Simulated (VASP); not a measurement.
# AlP (F-43m) in VASP: a series of runs

The runs below take AlP through single point, with LDA.

All numbers are computed with VASP 6.6.1; they aren't measurements. Logs are shortened: lines on timing, memory, paths and dates and some standing lists are left out, and cuts for length are marked.

## Step 1: The cell of the first run

The structure is cubic, space group F-43m (No. 216). Conventional cell: a = 5.361 Å, b = 5.361 Å, c = 5.361 Å, α = 90.00°, β = 90.00°, γ = 90.00°. Al (site symmetry -43m) has 4 P at 2.32 Å within 3.1 Å. Within 3.1 Å of P (site symmetry -43m) lie 4 Al at 2.32 Å.

## Step 2: Single point, LDA

INCAR reads:

```
SYSTEM = AlP
ALGO = Normal
EDIFF = 1E-6
ENCUT = 500
GGA = CA
GGA_COMPAT = .FALSE.
ISIF = 2
ISMEAR = 0
LASPH = .TRUE.
LCHARG = .TRUE.
LELF = .TRUE.
LREAL = .FALSE.
LVHAR = .TRUE.
LWAVE = .FALSE.
NBANDS = 11
NELM = 120
PREC = Accurate
SIGMA = 0.01
```

KPOINTS reads:

```
k-points
0
G
  8 8 8
  0 0 0
```

POSCAR reads:

```
AlP
1.0
    2.6803737469      2.6803737469      0.0000000000
   -2.6803737469      2.6803737469      0.0000000000
    0.0000000000      2.6803737469      2.6803737469
Al P
1 1
Direct
    0.0000000000      0.0000000000      0.0000000000
    0.7500000000      0.2500000000      0.5000000000
```

Potentials or basis: VASP PAW LDA potentials, release 64 (Al, P).

Launch:

```sh
cat potpaw_LDA.64/Al/POTCAR potpaw_LDA.64/P/POTCAR > POTCAR
mpirun -np 1 vasp_std > vasp.out
```

OUTCAR:

```text
SYSTEM = AlP
   EDIFF = 1E-6
   ENCUT = 500
   GGA = CA
   ISIF = 2
   ISMEAR = 0
   LASPH = .TRUE.
   LREAL = .FALSE.
   NELM = 120
   PREC = Accurate

 ion  position               nearest neighbor table
   1  0.000  0.000  0.000-   2 2.32   2 2.32   2 2.32   2 2.32
   2  0.750  0.250  0.500-   1 2.32   1 2.32   1 2.32   1 2.32

  LATTYP: Found a face centered cubic cell.
 ALAT       =     5.3607474938

  Lattice vectors:

 A1 = (   0.0000000000,   2.6803737469,   2.6803737469)
 A2 = (   2.6803737469,   0.0000000000,   2.6803737469)
 A3 = (   2.6803737469,   2.6803737469,   0.0000000000)

Analysis of symmetry for initial positions (statically):
=====================================================================
 Subroutine PRICEL returns:
 Original cell was already a primitive cell.

 Routine SETGRP: Setting up the symmetry group for a
 face centered cubic supercell.

 Subroutine GETGRP returns: Found 24 space group operations
 (whereof 24 operations were pure point group operations)
 out of a pool of 48 trial point group operations.

The static configuration has the point symmetry T_d .

Analysis of symmetry for dynamics (positions and initial velocities):
=====================================================================
 Subroutine PRICEL returns:
 Original cell was already a primitive cell.

 Routine SETGRP: Setting up the symmetry group for a
 face centered cubic supercell.

 Subroutine GETGRP returns: Found 24 space group operations
 (whereof 24 operations were pure point group operations)
 out of a pool of 48 trial point group operations.

The dynamic configuration has the point symmetry T_d .

 Subroutine INISYM returns: Found 24 space group operations
 (whereof 24 operations are pure point group operations),
 and found     1 'primitive' translations

----------------------------------------------------------------------------------------

                                     Primitive cell

  volume of cell :      38.5138

  direct lattice vectors                    reciprocal lattice vectors
     2.680373747  2.680373747  0.000000000     0.186541150  0.186541150 -0.186541150
    -2.680373747  2.680373747  0.000000000    -0.186541150  0.186541150 -0.186541150
     0.000000000  2.680373747  2.680373747     0.000000000  0.000000000  0.373082299

  length of vectors
     3.790620905  3.790620905  3.790620905     0.323098749  0.323098749  0.373082299

  position of ions in fractional coordinates (direct lattice)
     0.000000000  0.000000000  0.000000000
     0.750000000  0.250000000  0.500000000

  ion indices of the primitive-cell ions
   primitive index   ion index
                 1           1
                 2           2

----------------------------------------------------------------------------------------

 KPOINTS: k-points

Automatic generation of k-mesh.
 Grid dimensions read from file:
 generate k-points for:    8    8    8

 Generating k-lattice:

  Cartesian coordinates                     Fractional coordinates (reciprocal lattice)
     0.023317644  0.023317644 -0.023317644     0.125000000  0.000000000  0.000000000
    -0.023317644  0.023317644 -0.023317644     0.000000000  0.125000000  0.000000000
     0.000000000  0.000000000  0.046635287     0.000000000  0.000000000  0.125000000

  Length of vectors
     0.040387344  0.040387344  0.046635287

  Shift w.r.t. Gamma in fractional coordinates (k-lattice)
     0.000000000  0.000000000  0.000000000

 Subroutine IBZKPT returns following result:
 ===========================================

 Found     29 irreducible k-points:

 Following reciprocal coordinates:
            Coordinates               Weight
  0.000000  0.000000  0.000000      1.000000
  0.125000  0.000000  0.000000      8.000000
  0.250000  0.000000  0.000000      8.000000
  0.375000  0.000000  0.000000      8.000000
  0.500000  0.000000  0.000000      4.000000
  0.125000  0.125000  0.000000     12.000000
[... 16 lines left out ...]
  0.375000  0.250000  0.125000     48.000000
  0.500000  0.250000  0.125000     24.000000
 [... further k-points ...]
   k-points           NKPTS =     29   k-points in BZ     NKDIM =     29   number of bands    NBANDS=     11
   number of dos      NEDOS =    301   number of ions     NIONS =      2
   total plane-waves  NPLWV =  21952
   dimension x,y,z NGX =    28 NGY =   28 NGZ =   28
   dimension x,y,z NGXF=    56 NGYF=   56 NGZF=   56
   ions per type =               1   1
   NGX,Y,Z   is equivalent  to a cutoff of  12.28, 12.28, 12.28 a.u.
   NGXF,Y,Z  is equivalent  to a cutoff of  24.56, 24.56, 24.56 a.u.
 SYSTEM =  AlP
   PREC   = accura    normal or accurate (medium, high low for compatibility)
   ISTART =      0    job   : 0-new  1-cont  2-samecut
   ICHARG =      2    charge: 1-file 2-atom 10-const
   ISPIN  =      1    spin polarized calculation?
   LNONCOLLINEAR =      F non collinear calculations
   LSORBIT =      F    spin-orbit coupling
   LASPH  =      T    aspherical Exc in radial PAW
   ENCUT  =  500.0 eV  36.75 Ry    6.06 a.u.   6.91  6.91  6.91*2*pi/ulx,y,z
   NELM   =    120;   NELMIN=  2; NELMDL= -5     # of ELM steps
   EDIFF  = 0.1E-05   stopping-criterion for ELM
   LREAL  =      F    real-space projection
[... 7 lines left out ...]
   TEBEG  =    0.0;   TEEND  =   0.0 temperature during run
   PSTRESS=    0.0 pullay stress
   NELECT =       8.0000    total number of electrons
   NUPDOWN=      -1.0000    fix difference up-down
   EMIN   =  10.00;   EMAX   =-10.00  energy-range for DOS
   EFERMI =   0.00;   METHOD = LEGACY
   ISMEAR =     0;   SIGMA  =   0.01  broadening in eV -4-tet -1-fermi 0-gaus
   EFERMI_NEDOS =   21; number of points for ismear=-14 and -15
   IALGO  =     38    algorithm
   IMIX   =      4    mixing-type and parameters
     AMIX     =   0.40;   BMIX     =  1.00
     AMIX_MAG =   1.60;   BMIX_MAG =  1.00
  volume/ion in A,a.u.               =      19.26       129.95
  Fermi-wavevector in a.u.,A,eV,Ry     =   0.969541  1.832167 12.789607  0.940010
  Thomas-Fermi vector in A             =   2.099602
   LORBIT       =      0    0 simple, 1 ext, 2 COOP (PROOUT), +10 PAW based schemes
   GGA     = CA    functional components
   LHFCALC =     F    Hartree Fock is set to
   AEXX    =    0.0000 exact exchange contribution
   IVDW    =     0    specifies the selected vdW correction
   LEPSILON=     F    determine dielectric tensor
   LRPA    =     F    only Hartree local field effects (RPA)
 non-spin polarized calculation
 Gauss-broadening in eV      SIGMA  =   0.01
  energy-cutoff  :      500.00
  volume of cell :       38.51
 maximum number of plane-waves:       992
   NGX = 13   NGY = 13   NGZ = 13

 number of electron       7.9999999 magnetization

 Free energy of the ion-electron system (eV)
  ---------------------------------------------------
  ext. energy  EPLUGINS =         0.00000000
  ---------------------------------------------------
  free energy    TOTEN  =       -11.39224479 eV

  energy without entropy =      -11.39224479  energy(sigma->0) =      -11.39224479

 E-fermi :   5.0383     XC(G=0):  -9.6585

 val. band max:        4.9697762462   @ k =   0.0000   0.0000   0.0000
 cond. band min:       6.3013025454   @ k =   0.5000   0.5000   0.0000
 fundamental gap:      1.3315262992
 Fermi energy:         5.0383301153

 k-point     1 :       0.0000    0.0000    0.0000
  band No.  band energies     occupation
      1      -6.8597      2.00000
      2       4.9698      2.00000
      3       4.9698      2.00000
      4       4.9698      2.00000
      5       8.5631      0.00000
      6       9.5173      0.00000
      7       9.5173      0.00000
      8       9.5173      0.00000
      9      13.8432      0.00000
     10      13.8432      0.00000
     11      15.3539      0.00000

 k-point     2 :       0.1250    0.0000    0.0000
  band No.  band energies     occupation
      1      -6.6753      2.00000
      2       3.7042      2.00000
      3       4.8119      2.00000
      4       4.8119      2.00000
      5       8.8402      0.00000
      6       9.8166      0.00000
      7       9.8166      0.00000
      8      10.1932      0.00000
      9      13.3119      0.00000
     10      13.3119      0.00000
     11      15.9571      0.00000

 k-point     3 :       0.2500    0.0000    0.0000
  band No.  band energies     occupation
      1      -6.1532      2.00000
      2       1.6582      2.00000
      3       4.5022      2.00000
      4       4.5022      2.00000
      5       8.3743      0.00000
      6      10.1120      0.00000
      7      10.1120      0.00000
      8      12.1133      0.00000
      9      13.2965      0.00000
     10      13.2965      0.00000
     11      15.3429      0.00000

 k-point     4 :       0.3750    0.0000    0.0000
  band No.  band energies     occupation
      1      -5.4392      2.00000
      2      -0.0884      2.00000
      3       4.2575      2.00000
      4       4.2575      2.00000
      5       7.9834      0.00000
      6       9.8741      0.00000
      7       9.8741      0.00000
      8      13.1718      0.00000
      9      14.7727      0.00000
     10      14.7727      0.00000
     11      15.7940      0.00000
[... 239 lines left out ...]
 k-point    22 :       0.2500    0.2500    0.1250
  band No.  band energies     occupation
      1      -5.7091      2.00000
      2       1.3574      2.00000
      3       2.9338      2.00000
      4       3.9989      2.00000
      5       8.7658      0.00000
      6       9.8550      0.00000
      7      10.4022      0.00000
      8      11.8747      0.00000
      9      13.4452      0.00000
     10      15.9585      0.00000
     11      18.1343      0.00000

 k-point    23 :       0.3750    0.2500    0.1250
  band No.  band energies     occupation
      1      -5.0506      2.00000
      2       0.1596      2.00000
      3       2.3453      2.00000
      4       3.5822      2.00000
      5       8.8643      0.00000
      6       9.7606      0.00000
      7      11.0565      0.00000
      8      12.1592      0.00000
      9      14.6100      0.00000
     10      16.4889      0.00000
     11      17.9873      0.00000

 k-point    24 :       0.5000    0.2500    0.1250
  band No.  band energies     occupation
      1      -4.6797      2.00000
      2      -0.4599      2.00000
      3       2.2129      2.00000
      4       3.3783      2.00000
      5       8.8601      0.00000
      6       9.4778      0.00000
      7      11.9466      0.00000
      8      12.7717      0.00000
      9      14.1020      0.00000
     10      16.5464      0.00000
     11      17.9997      0.00000

 [... further k-points ...]
[... 5 lines left out ...]
  --------------------------------------------------------------------------------------
  -------------------------------------------------------------------------------------
  Total        0.9738324      0.9738324      0.9738324      0.0000000     -0.0000000      0.0000000
  in kB       40.5115367     40.5115367     40.5115367      0.0000000     -0.0000000      0.0000000
  external PRESSURE =      40.5115367 kB  Pullay stress =       0.0000000 kB

 VOLUME and BASIS-vectors are now :
 -----------------------------------------------------------------------------
  energy-cutoff  :      500.00
  volume of cell :       38.51
      direct lattice vectors                 reciprocal lattice vectors
     2.680373747  2.680373747  0.000000000     0.186541150  0.186541150 -0.186541150
    -2.680373747  2.680373747  0.000000000    -0.186541150  0.186541150 -0.186541150
     0.000000000  2.680373747  2.680373747     0.000000000  0.000000000  0.373082299

 POSITION                                       TOTAL-FORCE (eV/Angst)
 -----------------------------------------------------------------------------------
      0.00000      0.00000      0.00000         0.000000      0.000000     -0.000000
      1.34019      4.02056      1.34019        -0.000000     -0.000000      0.000000
 -----------------------------------------------------------------------------------
    total drift:                                0.000000      0.000000     -0.000000

  FREE ENERGIE OF THE ION-ELECTRON SYSTEM (eV)
  ---------------------------------------------------
  free  energy   TOTEN  =       -11.3922447883 eV

  energy  without entropy=      -11.3922447883  energy(sigma->0) =      -11.39224479
```

Run time: 18 s. Hardware: 1 thread of AMD EPYC 7R43 (Zen 3), shared host; peak memory 0.1 GiB.

What came out:

* Free energy: -11.3922 eV
* Pressure: 4.1 GPa
* Band gap on the k mesh: 1.33 eV, indirect (least direct gap 3.57 eV)

A k mesh can miss the band edges. As with any semilocal functional, this LDA gap is likely too small.

## Step 3: Single point, LDA

INCAR reads:

```
SYSTEM = AlP
PREC = Accurate
ENCUT = 500
EDIFF = 1E-6
ISMEAR = 0
SIGMA = 0.01
LREAL = .False.
LASPH = .True.
NELM = 120
ALGO = Normal
ISIF = 2
LWAVE = .False.
LCHARG = .True.
LELF = .True.
LVHAR = .True.
NBANDS = 11
GGA_COMPAT = .False.
```

KPOINTS reads:

```
regular mesh
0
Gamma
  8 8 8
  0 0 0
```

POSCAR is that of step 2.

Potentials or basis: VASP PAW LDA potentials, release 64 (Al, P).

Launch:

```sh
cat potpaw_LDA.64/Al/POTCAR potpaw_LDA.64/P/POTCAR > POTCAR
mpirun -np 1 vasp_std > vasp.out
```

OUTCAR:

```text
SYSTEM = AlP
   PREC = Accurate
   ENCUT = 500
   EDIFF = 1E-6
   ISMEAR = 0
   LREAL = .False.
   LASPH = .True.
   NELM = 120
   ISIF = 2

 ion  position               nearest neighbor table
   1  0.000  0.000  0.000-   2 2.32   2 2.32   2 2.32   2 2.32
   2  0.750  0.250  0.500-   1 2.32   1 2.32   1 2.32   1 2.32

  LATTYP: Found a face centered cubic cell.
 ALAT       =     5.3607474938

  Lattice vectors:

 A1 = (   0.0000000000,   2.6803737469,   2.6803737469)
 A2 = (   2.6803737469,   0.0000000000,   2.6803737469)
 A3 = (   2.6803737469,   2.6803737469,   0.0000000000)

[... 513 lines left out ...]
      9      14.1020      0.00000
     10      16.5464      0.00000
     11      17.9997      0.00000

 [... further k-points ...]
[... 5 lines left out ...]
  --------------------------------------------------------------------------------------
  -------------------------------------------------------------------------------------
  Total        0.9738324      0.9738324      0.9738324      0.0000000     -0.0000000      0.0000000
  in kB       40.5115367     40.5115367     40.5115367      0.0000000     -0.0000000      0.0000000
  external PRESSURE =      40.5115367 kB  Pullay stress =       0.0000000 kB

 VOLUME and BASIS-vectors are now :
 -----------------------------------------------------------------------------
  energy-cutoff  :      500.00
  volume of cell :       38.51
      direct lattice vectors                 reciprocal lattice vectors
     2.680373747  2.680373747  0.000000000     0.186541150  0.186541150 -0.186541150
    -2.680373747  2.680373747  0.000000000    -0.186541150  0.186541150 -0.186541150
     0.000000000  2.680373747  2.680373747     0.000000000  0.000000000  0.373082299

 POSITION                                       TOTAL-FORCE (eV/Angst)
 -----------------------------------------------------------------------------------
      0.00000      0.00000      0.00000         0.000000      0.000000     -0.000000
      1.34019      4.02056      1.34019        -0.000000     -0.000000      0.000000
 -----------------------------------------------------------------------------------
    total drift:                                0.000000      0.000000     -0.000000

  FREE ENERGIE OF THE ION-ELECTRON SYSTEM (eV)
  ---------------------------------------------------
  free  energy   TOTEN  =       -11.3922447883 eV

  energy  without entropy=      -11.3922447883  energy(sigma->0) =      -11.39224479
```

OSZICAR:

```text
N       E                     dE             d eps       ncg     rms          rms(c)
DAV:   1     0.111771054148E+02    0.11177E+02   -0.31364E+03   638   0.544E+02
DAV:   2    -0.109535796705E+02   -0.22131E+02   -0.21173E+02   811   0.921E+01
DAV:   3    -0.118433651367E+02   -0.88979E+00   -0.88804E+00   825   0.178E+01
DAV:   4    -0.118504443152E+02   -0.70792E-02   -0.70786E-02   786   0.191E+00
DAV:   5    -0.118505317058E+02   -0.87391E-04   -0.87390E-04   800   0.202E-01    0.490E+00
DAV:   6    -0.114691385457E+02    0.38139E+00   -0.68604E-01   718   0.310E+00    0.308E+00
DAV:   7    -0.113972451669E+02    0.71893E-01   -0.24572E-01   785   0.197E+00    0.151E+00
DAV:   8    -0.113924078295E+02    0.48373E-02   -0.18059E-02   751   0.633E-01    0.175E-01
DAV:   9    -0.113922341577E+02    0.17367E-03   -0.12254E-03   750   0.177E-01    0.503E-02
DAV:  10    -0.113922424092E+02   -0.82515E-05   -0.39946E-05   762   0.333E-02    0.202E-02
DAV:  11    -0.113922451963E+02   -0.27871E-05   -0.76156E-06   740   0.145E-02    0.180E-02
DAV:  12    -0.113922447883E+02    0.40799E-06   -0.16005E-06   444   0.532E-03
   1 F= -.11392245E+02 E0= -.11392245E+02  d E =-.128509E-24
```

stdout:

```text
POSCAR found type information on POSCAR AlP
 POSCAR found :  2 types and       2 ions
 scaLAPACK will be used
 LDA part: xc-table for (Slater(with rela. corr.)+CA(PZ))
 , standard interpolation
 POSCAR, INCAR and KPOINTS ok, starting setup
 FFT: planning ... GRIDC
 FFT: planning ... GRID_SOFT
 FFT: planning ... GRID
 WAVECAR not read
 entering main loop
```

Wall time 20 s (1 thread of AMD EPYC 7R43 (Zen 3), shared host); peak memory 0.1 GiB.

What came out:

- Free energy: -11.3922 eV
- Pressure: 4.1 GPa
- Band gap on the k mesh: 1.33 eV, indirect (least direct gap 3.57 eV)

A k mesh can miss the band edges. LDA gaps usually lie below the measured ones, often by a third to a half.

## Step 4: Single point, LDA

This run uses another cell than the first one, of 18.75 Å³/atom, 0.974 times its volume.

INCAR reads:

```
ALGO = Normal ; EDIFF = 1E-6
ENCUT = 500 ; GGA = CA
GGA_COMPAT = False ; ISIF = 2
ISMEAR = 0 ; LASPH = True
LCHARG = True ; LELF = True
LREAL = False ; LVHAR = True
LWAVE = False ; NBANDS = 11
NELM = 120 ; PREC = Accurate
SIGMA = 0.01
```

KPOINTS reads:

```
k-points
0
Gamma
  8 8 8
```

POSCAR reads:

```
AlP
1.0
    2.6565642851      2.6565642851      0.0000000000
   -2.6565642851      2.6565642851      0.0000000000
    0.0000000000      2.6565642851      2.6565642851
Al P
1 1
Direct
    0.0000000000      0.0000000000      0.0000000000
    0.7500000000      0.2500000000      0.5000000000
```

Launch:

```sh
cat potpaw_LDA.64/Al/POTCAR potpaw_LDA.64/P/POTCAR > POTCAR
mpirun -np 1 vasp_std > vasp.out
```

It took 22 s on 1 thread of AMD EPYC 7R43 (Zen 3), shared host; peak memory 0.1 GiB.

Results (log left out):

| Item | Value |
| --- | --- |
| Free energy | -11.3571 eV |
| Pressure | 7.1 GPa |
| Band gap on the k mesh | 1.27 eV, indirect (least direct gap 3.57 eV) |

Levels at points of the mesh, in eV from the valence-band top:
| k point | band 1 | band 2 | band 3 | band 4 | band 5 | band 6 | band 7 | band 8 | band 9 |
| --- | --- | --- | --- | --- | --- | --- | --- | --- | --- |
| (0.00, 0.00, 0.00) | -11.99 | 0.00 | 0.00 | 0.00 | 3.83 | 4.58 | 4.58 | 4.58 | 8.90 |
| (0.50, 0.00, 0.00) | -10.09 | -5.96 | -0.82 | -0.82 | 2.98 | 4.75 | 4.75 | 8.29 | 11.76 |
| (0.50, 0.50, 0.00) | -9.33 | -5.64 | -2.29 | -2.29 | 1.27 | 2.30 | 11.58 | 11.58 | 12.39 |

A k mesh can miss the band edges. Expect the measured gap to be larger: semilocal functionals such as LDA lack the derivative discontinuity.
